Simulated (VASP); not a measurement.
Write the native input for VASP 6.6.1 that does the following.

```
Task                   : single point
Functional             : PBE
Potentials or basis    : VASP PAW PBE potentials, release 64 (Au)
Cutoff                 : 520 eV
k mesh                 : 20 × 20 × 20
Occupations            : gaussian, width 0.15 eV
Spin                   : no spin polarisation
Dipole correction      : no
Further INCAR settings : ALGO = Normal; EDIFF = 1e-06; NBANDS = 12
```

The structure of Au lies in POSCAR:

```
Au
1.0
    0.0000000000      2.0148175000      2.1068650000
    2.0148175000      0.0000000000      2.1068650000
    2.0148175000      2.0148175000      0.0000000000
Au
1
Direct
    0.0000000000      0.0000000000      0.0000000000
```

This cell differs from its parent crystal: strain -0.015 along x and y, +0.030 along z.

One way to write it, as run:

INCAR

```
SYSTEM = Au
  PREC = Accurate
  ENCUT = 520
  EDIFF = 1E-6
  ISMEAR = 0
  SIGMA = 0.15
  LREAL = .FALSE.
  LASPH = .TRUE.
  NELM = 100
  ALGO = Normal
  ISIF = 2
  LWAVE = .FALSE.
  LCHARG = .FALSE.
  GGA = PE
  NBANDS = 12
```

KPOINTS

```
regular mesh
0
G
  20 20 20
  0 0 0
```

Potentials or basis: VASP PAW PBE potentials, release 64 (Au).

The run is started by

```bash
$ cat potpaw_PBE.64/Au/POTCAR > POTCAR
$ mpirun -np 1 vasp_std > vasp.out
```

It gave:

| Quantity | Value |
| --- | --- |
| Pressure | 7.8 GPa |

Caveat: the cell differs from its parent crystal (strain -0.015 along x and y, +0.030 along z).

Run time: 34 s on 1 thread of Intel(R) Xeon(R) 6975P-C (Granite Rapids) (shared host), peak memory 0.25 GiB.
